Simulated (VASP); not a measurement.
Runs of VASP 6.6.1 on MgO. The structure is that of space group Fm-3m (No. 225), or close to it. The cells are those of the table. 

| cell | gap on the mesh (eV) | pressure (GPa) |
| --- | --- | --- |
| a = 3.020, b = 3.020, c = 3.057 Å, angles 59.6, 59.6, 59.2°, 2 atoms | 4.15 | -6.3 |
| a = 3.020, b = 3.020, c = 3.038 Å, angles 59.8, 59.8, 59.6°, 2 atoms | 4.20 | -6.3 |
| a = 3.020, b = 3.020, c = 2.944 Å, angles 60.8, 60.8, 61.7°, 2 atoms | 4.03 | -6.2 |
| a = 3.021, b = 3.021, c = 3.133 Å, angles 58.8, 58.8, 57.5°, 2 atoms | 3.90 | (a) |
| a = 3.020, b = 3.020, c = 3.114 Å, angles 59.0, 59.0, 57.9°, 2 atoms | (b) | -6.2 |
| a = 3.020, b = 3.020, c = 3.076 Å, angles 59.4, 59.4, 58.8°, 2 atoms | 4.09 | -6.3 |

Alike in all rows: task single point; level PBEsol; potentials or basis VASP PAW PBE potentials, release 64 (Mg, O); no spin polarisation; k mesh 10 × 10 × 10; cutoff (eV) 520; smearing gaussian 0.05 eV.

Question: Estimate the missing entries.

Answer: (a) -6.1; (b) 3.97.

Caveats: the PAW data sets were made with another functional, which shifts forces and pressure a little.

